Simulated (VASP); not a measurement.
Runs of VASP 6.6.1 on Pt. The structure is that of space group Fd-3m (No. 227), or close to it. The cells are those of the table. This isn't the form of Pt at room conditions, which is fcc.

```csv
task,cell,k mesh,cutoff (eV),gap on the mesh (eV),pressure (GPa),relaxed volume (Å³/atom)
relaxation of cell and atoms,"relaxed from a = 4.024 Å, angles 60.0°, 2 atoms",16 × 16 × 16,600,none,0.0,(a)
single point,"a = 3.711 Å, angles 60.0°, 2 atoms",6 × 6 × 6,520,none,59.0,-
single point,"a = 4.022 Å, angles 60.0°, 2 atoms",16 × 16 × 16,520,none,-0.4,-
single point,"a = 4.024 Å, angles 60.0°, 2 atoms",6 × 6 × 6,520,none,-0.4,-
relaxation of cell and atoms,"relaxed from a = 3.711 Å, angles 60.0°, 2 atoms",6 × 6 × 6,600,none,0.2,22.94
```

Alike in all rows: level PBEsol; potentials or basis VASP PAW PBE potentials, release 64 (Pt); no spin polarisation; smearing gaussian 0.1 eV.

Problem. Fill in the values left out.

Solution. (a) 22.93.

Caveats: the PAW data sets were made with another functional, which shifts forces and pressure a little; spin-orbit coupling is left out, which moves the levels of the heavy elements; the cell stands under pressure (at least some runs); the volume moved by over 15 % at a fixed basis, so the end points are rough (at least some runs).

A k mesh can miss the band edges, and the runs leave out spin-orbit coupling on Pt.

A gap of «none» marks levels without a gap at the run's occupations.
